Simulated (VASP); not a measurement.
# Lu (P6_3/mmc) in VASP: single point with PBEsol

Aim: the single point of Lu with PBEsol.

Everything below comes from runs of VASP 6.6.1. Logs are shortened: lines on timing, memory, paths and dates and some standing lists are left out, and cuts for length are marked.

## (1) The cell of the first run

It takes space group P6_3/mmc (No. 194, hexagonal). Conventional cell: a = 3.445 Å, b = 3.445 Å, c = 5.340 Å, α = 90.00°, β = 90.00°, γ = 120.00°. Lu (site symmetry -6m2) has 12 Lu at 3.33 to 3.44 Å within 4.4 Å.

## (2) Single point, PBEsol

INCAR

```
SYSTEM = Lu
PREC = Accurate
ENCUT = 520
EDIFF = 1E-6
ISMEAR = -1
SIGMA = 0.05
LREAL = .FALSE.
LASPH = .TRUE.
NELM = 100
ALGO = Normal
ISIF = 2
LWAVE = .FALSE.
LCHARG = .FALSE.
GGA = PS
NBANDS = 32
```

KPOINTS

```
Automatic mesh
0
G
  10 10 6
  0 0 0
```

POSCAR

```
Lu
1.0
    3.4448105444      0.0000000000      0.0000000000
   -1.7224052722      2.9832934427      0.0000000000
    0.0000000000      0.0000000000      5.3398340328
Lu
2
Direct
    0.3333333333      0.6666666667      0.2500000000
    0.6666666667      0.3333333333      0.7500000000
```

Potentials or basis: VASP PAW PBE potentials, release 64 (Lu).

The run is started by

```
$ cat potpaw_PBE.64/Lu/POTCAR > POTCAR
$ mpirun -np 1 vasp_std > vasp.out
```

OUTCAR:

```text
SYSTEM = Lu
   PREC = Accurate
   ENCUT = 520
   EDIFF = 1E-6
   ISMEAR = -1
   LREAL = .FALSE.
   LASPH = .TRUE.
   NELM = 100
   ISIF = 2
   GGA = PS

 ion  position               nearest neighbor table
   1  0.333  0.667  0.250-   2 3.33   2 3.33   2 3.33   2 3.33   2 3.33   2 3.33
   2  0.667  0.333  0.750-   1 3.33   1 3.33   1 3.33   1 3.33   1 3.33   1 3.33

  LATTYP: Found a hexagonal cell.
 ALAT       =     3.4448105444
 C/A-ratio  =     1.5501096400

  Lattice vectors:

 A1 = (   3.4448105444,   0.0000000000,   0.0000000000)
 A2 = (  -1.7224052722,   2.9832934427,   0.0000000000)
 A3 = (   0.0000000000,   0.0000000000,   5.3398340328)

Analysis of symmetry for initial positions (statically):
=====================================================================
 Subroutine PRICEL returns:
 Original cell was already a primitive cell.

 Routine SETGRP: Setting up the symmetry group for a
 hexagonal supercell.

 Subroutine GETGRP returns: Found 24 space group operations
 (whereof 12 operations were pure point group operations)
 out of a pool of 24 trial point group operations.

The static configuration has the point symmetry D_3d.
 The point group associated with its full space group is D_6h.

Analysis of symmetry for dynamics (positions and initial velocities):
=====================================================================
 Subroutine PRICEL returns:
 Original cell was already a primitive cell.

 Routine SETGRP: Setting up the symmetry group for a
 hexagonal supercell.

 Subroutine GETGRP returns: Found 24 space group operations
 (whereof 12 operations were pure point group operations)
 out of a pool of 24 trial point group operations.

The dynamic configuration has the point symmetry D_3d.
 The point group associated with its full space group is D_6h.

 Subroutine INISYM returns: Found 24 space group operations
 (whereof 12 operations are pure point group operations),
 and found     1 'primitive' translations

----------------------------------------------------------------------------------------

                                     Primitive cell

  volume of cell :      54.8768

  direct lattice vectors                    reciprocal lattice vectors
     3.444810544  0.000000000  0.000000000     0.290291726  0.167600006  0.000000000
    -1.722405272  2.983293443  0.000000000     0.000000000  0.335200013  0.000000000
     0.000000000  0.000000000  5.339834033     0.000000000  0.000000000  0.187271738

  length of vectors
     3.444810544  3.444810544  5.339834033     0.335200013  0.335200013  0.187271738

  position of ions in fractional coordinates (direct lattice)
     0.333333333  0.666666667  0.250000000
     0.666666667  0.333333333  0.750000000

  ion indices of the primitive-cell ions
   primitive index   ion index
                 1           1
                 2           2

----------------------------------------------------------------------------------------

 KPOINTS: Automatic mesh

Automatic generation of k-mesh.
 Grid dimensions read from file:
 generate k-points for:   10   10    6

 Generating k-lattice:

  Cartesian coordinates                     Fractional coordinates (reciprocal lattice)
     0.029029173  0.016760001  0.000000000     0.100000000 -0.000000000  0.000000000
     0.000000000  0.033520001  0.000000000     0.000000000  0.100000000  0.000000000
     0.000000000  0.000000000  0.031211956     0.000000000  0.000000000  0.166666667

  Length of vectors
     0.033520001  0.033520001  0.031211956

  Shift w.r.t. Gamma in fractional coordinates (k-lattice)
     0.000000000  0.000000000  0.000000000

 Subroutine IBZKPT returns following result:
 ===========================================

 Found     56 irreducible k-points:

 Following reciprocal coordinates:
            Coordinates               Weight
  0.000000  0.000000  0.000000      1.000000
  0.100000 -0.000000  0.000000      6.000000
  0.200000 -0.000000  0.000000      6.000000
  0.300000 -0.000000  0.000000      6.000000
  0.400000 -0.000000  0.000000      6.000000
  0.500000  0.000000  0.000000      3.000000
[... 16 lines left out ...]
  0.300000  0.100000  0.166667     24.000000
  0.400000  0.100000  0.166667     24.000000
 [... further k-points ...]
   k-points           NKPTS =     56   k-points in BZ     NKDIM =     56   number of bands    NBANDS=     32
   number of dos      NEDOS =    301   number of ions     NIONS =      2
   total plane-waves  NPLWV =  31360
   dimension x,y,z NGX =    28 NGY =   28 NGZ =   40
   dimension x,y,z NGXF=    56 NGYF=   56 NGZF=   80
   ions per type =               2
   NGX,Y,Z   is equivalent  to a cutoff of  13.51, 13.51, 12.45 a.u.
   NGXF,Y,Z  is equivalent  to a cutoff of  27.03, 27.03, 24.91 a.u.
 SYSTEM =  Lu
   PREC   = accura    normal or accurate (medium, high low for compatibility)
   ISTART =      0    job   : 0-new  1-cont  2-samecut
   ICHARG =      2    charge: 1-file 2-atom 10-const
   ISPIN  =      1    spin polarized calculation?
   LNONCOLLINEAR =      F non collinear calculations
   LSORBIT =      F    spin-orbit coupling
   LASPH  =      T    aspherical Exc in radial PAW
   ENCUT  =  520.0 eV  38.22 Ry    6.18 a.u.   6.41  6.41  9.93*2*pi/ulx,y,z
   NELM   =    100;   NELMIN=  2; NELMDL= -5     # of ELM steps
   EDIFF  = 0.1E-05   stopping-criterion for ELM
   LREAL  =      F    real-space projection
   EDIFFG = 0.1E-04   stopping-criterion for IOM
   NSW    =      0    number of steps for IOM
   IBRION =     -1    ionic relax: 0-MD 1-quasi-New 2-CG
   NFREE  =      0    steps in history (QN), initial steepest desc. (CG)
   ISIF   =      2    stress and relaxation
   ISYM   =      2    0-nonsym 1-usesym 2-fastsym
   POTIM  = 0.5000    time-step for ionic-motion
   TEBEG  =    0.0;   TEEND  =   0.0 temperature during run
   PSTRESS=    0.0 pullay stress
   NELECT =      50.0000    total number of electrons
   NUPDOWN=      -1.0000    fix difference up-down
   EMIN   =  10.00;   EMAX   =-10.00  energy-range for DOS
   EFERMI =   0.00;   METHOD = LEGACY
   ISMEAR =    -1;   SIGMA  =   0.05  broadening in eV -4-tet -1-fermi 0-gaus
   EFERMI_NEDOS =   21; number of points for ismear=-14 and -15
   IALGO  =     38    algorithm
   IMIX   =      4    mixing-type and parameters
     AMIX     =   0.40;   BMIX     =  1.00
     AMIX_MAG =   1.60;   BMIX_MAG =  1.00
  volume/ion in A,a.u.               =      27.44       185.16
  Fermi-wavevector in a.u.,A,eV,Ry     =   1.587091  2.999167 34.271138  2.518858
  Thomas-Fermi vector in A             =   2.686302
   LORBIT       =      0    0 simple, 1 ext, 2 COOP (PROOUT), +10 PAW based schemes
   GGA     = PS    functional components
   LHFCALC =     F    Hartree Fock is set to
   AEXX    =    0.0000 exact exchange contribution
   IVDW    =     0    specifies the selected vdW correction
   LEPSILON=     F    determine dielectric tensor
   LRPA    =     F    only Hartree local field effects (RPA)
 non-spin polarized calculation
  energy-cutoff  :      520.00
  volume of cell :       54.88
 maximum number of plane-waves:      1494
 NGX is ok and might be reduce to    28
   NGX = 13   NGY = 13   NGZ = 19

 number of electron      50.0000015 magnetization

 Free energy of the ion-electron system (eV)
  ---------------------------------------------------
  ext. energy  EPLUGINS =         0.00000000
  ---------------------------------------------------
  free energy    TOTEN  =        -9.91845373 eV

  energy without entropy =       -9.89670536  energy(sigma->0) =       -9.90757955

 E-fermi :   2.2911     XC(G=0): -11.0664

 val. band max:        2.2715841866   @ k =   0.2000   0.1000   0.3333
 cond. band min:       2.3533043527   @ k =   0.3000   0.1000   0.1667
 fundamental gap:      0.0817201662
 Fermi energy:         2.2911114337

 k-point     1 :       0.0000    0.0000    0.0000
  band No.  band energies     occupation
      1     -53.7393      2.00000
      2     -53.6905      2.00000
      3     -24.7631      2.00000
      4     -24.2354      2.00000
      5     -24.2354      2.00000
      6     -24.1283      2.00000
[... 24 lines left out ...]
     31       5.8146      0.00000
     32       5.8146      0.00000

 k-point     2 :       0.1000   -0.0000    0.0000
  band No.  band energies     occupation
      1     -53.7363      2.00000
      2     -53.6896      2.00000
      3     -24.7436      2.00000
      4     -24.2731      2.00000
      5     -24.2487      2.00000
      6     -24.1685      2.00000
[... 24 lines left out ...]
     31       5.5508      0.00000
     32       5.5634      0.00000

 k-point     3 :       0.2000   -0.0000    0.0000
  band No.  band energies     occupation
      1     -53.7281      2.00000
      2     -53.6875      2.00000
      3     -24.6886      2.00000
      4     -24.3723      2.00000
      5     -24.2819      2.00000
      6     -24.2701      2.00000
[... 24 lines left out ...]
     31       6.0968      0.00000
     32       6.2190      0.00000

 k-point     4 :       0.3000   -0.0000    0.0000
  band No.  band energies     occupation
      1     -53.7173      2.00000
      2     -53.6858      2.00000
      3     -24.6094      2.00000
      4     -24.4956      2.00000
      5     -24.3894      2.00000
      6     -24.3210      2.00000
[... 24 lines left out ...]
     31       6.9357      0.00000
     32       7.2229      0.00000

 k-point     5 :       0.4000   -0.0000    0.0000
  band No.  band energies     occupation
      1     -53.7071      2.00000
      2     -53.6856      2.00000
      3     -24.5955      2.00000
      4     -24.5264      2.00000
      5     -24.4815      2.00000
      6     -24.3514      2.00000
[... 584 lines left out ...]
     31       5.9118      0.00000
     32       6.3975      0.00000

 k-point    22 :       0.2000    0.1000    0.1667
  band No.  band energies     occupation
      1     -53.7188      2.00000
      2     -53.6886      2.00000
      3     -24.6327      2.00000
      4     -24.4151      2.00000
      5     -24.3817      2.00000
      6     -24.2944      2.00000
[... 24 lines left out ...]
     31       6.4914      0.00000
     32       7.1046      0.00000

 k-point    23 :       0.3000    0.1000    0.1667
  band No.  band energies     occupation
      1     -53.7088      2.00000
      2     -53.6871      2.00000
      3     -24.6180      2.00000
      4     -24.5043      2.00000
      5     -24.4331      2.00000
      6     -24.3409      2.00000
[... 24 lines left out ...]
     31       7.6367      0.00000
     32       7.9604      0.00000

 k-point    24 :       0.4000    0.1000    0.1667
  band No.  band energies     occupation
      1     -53.7014      2.00000
      2     -53.6874      2.00000
      3     -24.6511      2.00000
      4     -24.5441      2.00000
      5     -24.4313      2.00000
      6     -24.3570      2.00000
[... 24 lines left out ...]
     31       8.4084      0.00000
     32       8.6640      0.00000

 [... further k-points ...]

------------------------ aborting loop because EDIFF is reached ----------------------------------------

  FORCE on cell =-STRESS in cart. coord.  units (eV):
  Direction    XX          YY          ZZ          XY          YZ          ZX
  --------------------------------------------------------------------------------------
  -------------------------------------------------------------------------------------
  Total        0.0400822      0.0400822      0.0370607      0.0000000      0.0000000      0.0000000
  in kB        1.1702335      1.1702335      1.0820200      0.0000000      0.0000000      0.0000000
  external PRESSURE =       1.1408290 kB  Pullay stress =       0.0000000 kB

 VOLUME and BASIS-vectors are now :
 -----------------------------------------------------------------------------
  energy-cutoff  :      520.00
  volume of cell :       54.88
      direct lattice vectors                 reciprocal lattice vectors
     3.444810544  0.000000000  0.000000000     0.290291726  0.167600006  0.000000000
    -1.722405272  2.983293443  0.000000000     0.000000000  0.335200013  0.000000000
     0.000000000  0.000000000  5.339834033     0.000000000  0.000000000  0.187271738

 POSITION                                       TOTAL-FORCE (eV/Angst)
 -----------------------------------------------------------------------------------
     -0.00000      1.98886      1.33496         0.000000     -0.000000      0.000000
      1.72241      0.99443      4.00488        -0.000000      0.000000      0.000000
 -----------------------------------------------------------------------------------
    total drift:                                0.000000     -0.000000      0.000000

  FREE ENERGIE OF THE ION-ELECTRON SYSTEM (eV)
  ---------------------------------------------------
  free  energy   TOTEN  =        -9.9184537340 eV

  energy  without entropy=       -9.8967053631  energy(sigma->0) =       -9.90757955
```

It took 84 s on 1 thread of Intel Xeon Platinum 8488C (Sapphire Rapids), shared host; peak memory 0.23 GiB.

Results:

* Free energy: -9.9185 eV
* Pressure: 0.1 GPa
* Band gap on the k mesh: zero (band 25 reaches 3.58 eV, above the bottom of band 26 at 1.66 eV)

Caveat: the PAW data sets were made with another functional, which shifts forces and pressure a little; spin-orbit coupling is left out, which moves the levels of the heavy elements.
